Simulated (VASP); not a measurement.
Wanted: the native input for a VASP 6.6.1 run.

```yaml
Task: single point
Functional: LDA
Potentials_or_basis: VASP PAW LDA potentials, release 64 (Ca_sv, Bi_d, P)
Cutoff: 520 eV
k_mesh: 8 × 8 × 8
Occupations: fermi-dirac, width 0.02 eV
Spin: no spin polarisation
Dipole_correction: no
Further_INCAR_settings: ALGO = Normal; EDIFF = 1e-06; NBANDS = 33
```

The structure of Ca3BiP lies in POSCAR:

```
Ca3BiP
1.0
    5.2823262237      0.0000000000      0.0000000000
    0.0000000000      5.2823262237      0.0000000000
    0.0000000000      0.0000000000      5.2823262237
Ca Bi P
3 1 1
Direct
    0.0000000000      0.5000000000      0.5000000000
    0.5000000000      0.0000000000      0.5000000000
    0.5000000000      0.5000000000      0.0000000000
    0.0000000000      0.0000000000      0.0000000000
    0.5000000000      0.5000000000      0.5000000000
```

One way to write it, as run:

INCAR

```
  PREC = Accurate
  ENCUT = 520
  EDIFF = 1E-6
  ISMEAR = -1
  SIGMA = 0.02
  LREAL = F
  LASPH = T
  NELM = 100
  ALGO = Normal
  ISIF = 2
  LWAVE = F
  LCHARG = F
  NBANDS = 33
```

KPOINTS

```
regular mesh
0
Gamma
  8 8 8
```

Potentials or basis: VASP PAW LDA potentials, release 64 (Ca_sv, Bi_d, P).

Run with:

```console
$ cat potpaw_LDA.64/Ca_sv/POTCAR potpaw_LDA.64/Bi_d/POTCAR potpaw_LDA.64/P/POTCAR > POTCAR
$ mpirun -np 1 vasp_std > vasp.out
```

Results of the run:

```
Pressure               : 0.2 GPa
Band gap on the k mesh : 0.17 eV
```

Caveat: spin-orbit coupling is left out, which moves the levels of the heavy elements.

It took 82 s on 1 thread of AMD EPYC 9R45 96-Core Processor (Zen 5), on a shared host, peak memory 0.27 GiB.
